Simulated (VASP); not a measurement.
# AgCl (Fm-3m) in VASP: further runs

Aim: see how the results for AgCl move with the level of theory and the settings. Levels: LDA, PBEsol. Tasks: single point.

Program: VASP 6.6.1. These are calculated values, not measurements. Logs are shortened: lines on timing, memory, paths and dates and some standing lists are left out, and cuts for length are marked.

**1. The cell of the first run**

The structure is cubic, space group Fm-3m (No. 225). The conventional cell has a = 5.567 Å, b = 5.567 Å, c = 5.567 Å, α = 90.00°, β = 90.00°, γ = 90.00°. Ag (site symmetry m-3m) has 6 Cl at 2.78 Å within 3.7 Å. Within 3.7 Å of Cl (site symmetry m-3m) lie 6 Ag at 2.78 Å.

**2. Single point, LDA (strained)**

INCAR

```
SYSTEM = AgCl
PREC     = Accurate       ! precision mode
ENCUT    = 520            ! plane-wave cutoff, eV
EDIFF    = 1E-6           ! SCF threshold, eV
ISMEAR   = 0              ! smearing method
SIGMA    = 0.02           ! smearing width, eV
LREAL    = .False.        ! projectors in reciprocal space
LASPH    = .True.         ! aspherical terms in the spheres
NELM     = 60             ! most SCF steps
ALGO     = Normal         ! electronic algorithm
ISIF     = 2              ! what is computed and relaxed
LWAVE    = .False.        ! write WAVECAR
LCHARG   = .False.        ! write CHGCAR
GGA      = CA             ! functional
NBANDS   = 16             ! bands
```

KPOINTS

```
regular mesh
0
Gamma
  8 8 8
  0 0 0
```

POSCAR

```
AgCl
1.0
    0.0000000000      2.7836879700      2.7836879700
    2.7836879700      0.0000000000      2.7836879700
    2.7836879700      2.7836879700      0.0000000000
Ag Cl
1 1
Direct
    0.5000000000      0.5000000000      0.5000000000
    0.0000000000      0.0000000000      0.0000000000
```

Potentials or basis: VASP PAW LDA potentials, release 64 (Ag, Cl).

Run with:

```sh
cat potpaw_LDA.64/Ag/POTCAR potpaw_LDA.64/Cl/POTCAR > POTCAR
mpirun -np 1 vasp_std > vasp.out
```

OUTCAR:

```text
SYSTEM = AgCl
   PREC = Accurate
   ENCUT = 520
   EDIFF = 1E-6
   ISMEAR = 0
   LREAL = .False.
   LASPH = .True.
   NELM = 60
   ISIF = 2
   GGA = CA

 ion  position               nearest neighbor table
   1  0.500  0.500  0.500-   2 2.78   2 2.78   2 2.78   2 2.78   2 2.78   2 2.78
   2  0.000  0.000  0.000-   1 2.78   1 2.78   1 2.78   1 2.78   1 2.78   1 2.78

  LATTYP: Found a face centered cubic cell.
 ALAT       =     5.5673759400

  Lattice vectors:

 A1 = (   0.0000000000,   2.7836879700,   2.7836879700)
 A2 = (   2.7836879700,   0.0000000000,   2.7836879700)
 A3 = (   2.7836879700,   2.7836879700,   0.0000000000)

Analysis of symmetry for initial positions (statically):
=====================================================================
 Subroutine PRICEL returns:
 Original cell was already a primitive cell.

 Routine SETGRP: Setting up the symmetry group for a
 face centered cubic supercell.

 Subroutine GETGRP returns: Found 48 space group operations
 (whereof 48 operations were pure point group operations)
 out of a pool of 48 trial point group operations.

The static configuration has the point symmetry O_h .

Analysis of symmetry for dynamics (positions and initial velocities):
=====================================================================
 Subroutine PRICEL returns:
 Original cell was already a primitive cell.

 Routine SETGRP: Setting up the symmetry group for a
 face centered cubic supercell.

 Subroutine GETGRP returns: Found 48 space group operations
 (whereof 48 operations were pure point group operations)
 out of a pool of 48 trial point group operations.

The dynamic configuration has the point symmetry O_h .

 Subroutine INISYM returns: Found 48 space group operations
 (whereof 48 operations are pure point group operations),
 and found     1 'primitive' translations

----------------------------------------------------------------------------------------

                                     Primitive cell

  volume of cell :      43.1411

  direct lattice vectors                    reciprocal lattice vectors
     0.000000000  2.783687970  2.783687970    -0.179617833  0.179617833  0.179617833
     2.783687970  0.000000000  2.783687970     0.179617833 -0.179617833  0.179617833
     2.783687970  2.783687970  0.000000000     0.179617833  0.179617833 -0.179617833

  length of vectors
     3.936729281  3.936729281  3.936729281     0.311107212  0.311107212  0.311107212

  position of ions in fractional coordinates (direct lattice)
     0.500000000  0.500000000  0.500000000
     0.000000000  0.000000000  0.000000000

  ion indices of the primitive-cell ions
   primitive index   ion index
                 1           1
                 2           2

----------------------------------------------------------------------------------------

 KPOINTS: regular mesh

Automatic generation of k-mesh.
 Grid dimensions read from file:
 generate k-points for:    8    8    8

 Generating k-lattice:

  Cartesian coordinates                     Fractional coordinates (reciprocal lattice)
    -0.022452229  0.022452229  0.022452229     0.125000000  0.000000000  0.000000000
     0.022452229 -0.022452229  0.022452229     0.000000000  0.125000000  0.000000000
     0.022452229  0.022452229 -0.022452229     0.000000000  0.000000000  0.125000000

  Length of vectors
     0.038888402  0.038888402  0.038888402

  Shift w.r.t. Gamma in fractional coordinates (k-lattice)
     0.000000000  0.000000000  0.000000000

 Subroutine IBZKPT returns following result:
 ===========================================

 Found     29 irreducible k-points:

 Following reciprocal coordinates:
            Coordinates               Weight
  0.000000  0.000000  0.000000      1.000000
  0.125000  0.000000  0.000000      8.000000
  0.250000  0.000000  0.000000      8.000000
  0.375000  0.000000  0.000000      8.000000
  0.500000  0.000000  0.000000      4.000000
  0.125000  0.125000  0.000000      6.000000
[... 16 lines left out ...]
  0.500000  0.250000  0.125000     48.000000
 -0.375000  0.250000  0.125000     24.000000
 [... further k-points ...]
   k-points           NKPTS =     29   k-points in BZ     NKDIM =     29   number of bands    NBANDS=     16
   number of dos      NEDOS =    301   number of ions     NIONS =      2
   total plane-waves  NPLWV =  27000
   dimension x,y,z NGX =    30 NGY =   30 NGZ =   30
   dimension x,y,z NGXF=    60 NGYF=   60 NGZF=   60
   ions per type =               1   1
   NGX,Y,Z   is equivalent  to a cutoff of  12.67, 12.67, 12.67 a.u.
   NGXF,Y,Z  is equivalent  to a cutoff of  25.34, 25.34, 25.34 a.u.
 SYSTEM =  AgCl
   PREC   = accura    normal or accurate (medium, high low for compatibility)
   ISTART =      0    job   : 0-new  1-cont  2-samecut
   ICHARG =      2    charge: 1-file 2-atom 10-const
   ISPIN  =      1    spin polarized calculation?
   LNONCOLLINEAR =      F non collinear calculations
   LSORBIT =      F    spin-orbit coupling
   LASPH  =      T    aspherical Exc in radial PAW
   ENCUT  =  520.0 eV  38.22 Ry    6.18 a.u.   7.32  7.32  7.32*2*pi/ulx,y,z
   NELM   =     60;   NELMIN=  2; NELMDL= -5     # of ELM steps
   EDIFF  = 0.1E-05   stopping-criterion for ELM
   LREAL  =      F    real-space projection
   EDIFFG = 0.1E-04   stopping-criterion for IOM
   NSW    =      0    number of steps for IOM
   IBRION =     -1    ionic relax: 0-MD 1-quasi-New 2-CG
   NFREE  =      0    steps in history (QN), initial steepest desc. (CG)
   ISIF   =      2    stress and relaxation
   ISYM   =      2    0-nonsym 1-usesym 2-fastsym
   POTIM  = 0.5000    time-step for ionic-motion
   TEBEG  =    0.0;   TEEND  =   0.0 temperature during run
   PSTRESS=    0.0 pullay stress
   NELECT =      18.0000    total number of electrons
   NUPDOWN=      -1.0000    fix difference up-down
   EMIN   =  10.00;   EMAX   =-10.00  energy-range for DOS
   EFERMI =   0.00;   METHOD = LEGACY
   ISMEAR =     0;   SIGMA  =   0.02  broadening in eV -4-tet -1-fermi 0-gaus
   EFERMI_NEDOS =   21; number of points for ismear=-14 and -15
   IALGO  =     38    algorithm
   IMIX   =      4    mixing-type and parameters
     AMIX     =   0.40;   BMIX     =  1.00
     AMIX_MAG =   1.60;   BMIX_MAG =  1.00
  volume/ion in A,a.u.               =      21.57       145.57
  Fermi-wavevector in a.u.,A,eV,Ry     =   1.223306  2.311713 20.360814  1.496478
  Thomas-Fermi vector in A             =   2.358422
   LORBIT       =      0    0 simple, 1 ext, 2 COOP (PROOUT), +10 PAW based schemes
   GGA     = CA    functional components
   LHFCALC =     F    Hartree Fock is set to
   AEXX    =    0.0000 exact exchange contribution
   IVDW    =     0    specifies the selected vdW correction
   LEPSILON=     F    determine dielectric tensor
   LRPA    =     F    only Hartree local field effects (RPA)
 non-spin polarized calculation
 Gauss-broadening in eV      SIGMA  =   0.02
  energy-cutoff  :      520.00
  volume of cell :       43.14
 maximum number of plane-waves:      1211
 NGX is ok and might be reduce to    30
   NGX = 15   NGY = 15   NGZ = 15

 number of electron      18.0000002 magnetization

 Free energy of the ion-electron system (eV)
  ---------------------------------------------------
  ext. energy  EPLUGINS =         0.00000000
  ---------------------------------------------------
  free energy    TOTEN  =        -6.69460939 eV

  energy without entropy =       -6.69460939  energy(sigma->0) =       -6.69460939

 E-fermi :   3.5820     XC(G=0): -10.3827

 val. band max:        3.4326338052   @ k =   0.5000   0.0000   0.0000
 cond. band min:       4.0765705250   @ k =   0.0000   0.0000   0.0000
 fundamental gap:      0.6439367198
 Fermi energy:         3.5820226055

 k-point     1 :       0.0000    0.0000    0.0000
  band No.  band energies     occupation
      1     -11.5379      2.00000
      2       0.9577      2.00000
      3       0.9577      2.00000
      4       0.9577      2.00000
      5       0.9951      2.00000
      6       0.9951      2.00000
[... 8 lines left out ...]
     15      16.3635      0.00000
     16      16.3635      0.00000

 k-point     2 :       0.1250    0.0000    0.0000
  band No.  band energies     occupation
      1     -11.4771      2.00000
      2       0.2970      2.00000
      3       0.3556      2.00000
      4       0.3556      2.00000
      5       1.0122      2.00000
      6       1.0122      2.00000
[... 8 lines left out ...]
     15      15.2903      0.00000
     16      15.8235      0.00000

 k-point     3 :       0.2500    0.0000    0.0000
  band No.  band energies     occupation
      1     -11.3238      2.00000
      2      -0.7407      2.00000
      3      -0.2117      2.00000
      4      -0.2117      2.00000
      5       1.1388      2.00000
      6       1.1388      2.00000
[... 8 lines left out ...]
     15      15.5959      0.00000
     16      15.7101      0.00000

 k-point     4 :       0.3750    0.0000    0.0000
  band No.  band energies     occupation
      1     -11.1604      2.00000
      2      -1.5218      2.00000
      3      -0.5738      2.00000
      4      -0.5738      2.00000
      5       1.2706      2.00000
      6       1.2706      2.00000
[... 8 lines left out ...]
     15      16.4899      0.00000
     16      16.4899      0.00000
[... 324 lines left out ...]
 k-point    22 :       0.3750    0.2500    0.1250
  band No.  band energies     occupation
      1     -11.2299      2.00000
      2      -1.1121      2.00000
      3      -0.2925      2.00000
      4       0.0712      2.00000
      5       1.0540      2.00000
      6       1.2523      2.00000
[... 8 lines left out ...]
     15      17.4997      0.00000
     16      18.5156      0.00000

 k-point    23 :       0.5000    0.2500    0.1250
  band No.  band energies     occupation
      1     -11.1132      2.00000
      2      -1.3227      2.00000
      3      -0.5821      2.00000
      4      -0.3281      2.00000
      5       1.1721      2.00000
      6       1.3334      2.00000
[... 8 lines left out ...]
     15      17.7041      0.00000
     16      18.3743      0.00000

 k-point    24 :      -0.3750    0.2500    0.1250
  band No.  band energies     occupation
      1     -11.0635      2.00000
      2      -1.3869      2.00000
      3      -0.6300      2.00000
      4      -0.5825      2.00000
      5       1.2600      2.00000
      6       1.3292      2.00000
[... 8 lines left out ...]
     15      16.7530      0.00000
     16      18.2649      0.00000

 [... further k-points ...]

------------------------ aborting loop because EDIFF is reached ----------------------------------------

  FORCE on cell =-STRESS in cart. coord.  units (eV):
  Direction    XX          YY          ZZ          XY          YZ          ZX
  --------------------------------------------------------------------------------------
  -------------------------------------------------------------------------------------
  Total       -1.6155193     -1.6155193     -1.6155193      0.0000000      0.0000000      0.0000000
  in kB      -59.9972130    -59.9972130    -59.9972130      0.0000000      0.0000000      0.0000000
  external PRESSURE =     -59.9972130 kB  Pullay stress =       0.0000000 kB

 VOLUME and BASIS-vectors are now :
 -----------------------------------------------------------------------------
  energy-cutoff  :      520.00
  volume of cell :       43.14
      direct lattice vectors                 reciprocal lattice vectors
     0.000000000  2.783687970  2.783687970    -0.179617833  0.179617833  0.179617833
     2.783687970  0.000000000  2.783687970     0.179617833 -0.179617833  0.179617833
     2.783687970  2.783687970  0.000000000     0.179617833  0.179617833 -0.179617833

 POSITION                                       TOTAL-FORCE (eV/Angst)
 -----------------------------------------------------------------------------------
      2.78369      2.78369      2.78369        -0.000000     -0.000000     -0.000000
      0.00000      0.00000      0.00000         0.000000      0.000000      0.000000
 -----------------------------------------------------------------------------------
    total drift:                                0.000000      0.000000      0.000000

  FREE ENERGIE OF THE ION-ELECTRON SYSTEM (eV)
  ---------------------------------------------------
  free  energy   TOTEN  =        -6.6946093899 eV

  energy  without entropy=       -6.6946093899  energy(sigma->0) =       -6.69460939
```

Run time: 8.5 s. Hardware: 1 thread of AMD EPYC 9R45 (Zen 5), shared host; peak memory 0.12 GiB.

What came out:

```yaml
Free_energy: -6.6946 eV
Pressure: -6.0 GPa
Band_gap_on_the_k_mesh: 0.64 eV (least direct gap 2.90 eV)
```

Caveat: the cell differs from its parent crystal (strained); the cell stands under tension.

[end of part 1 of 2]
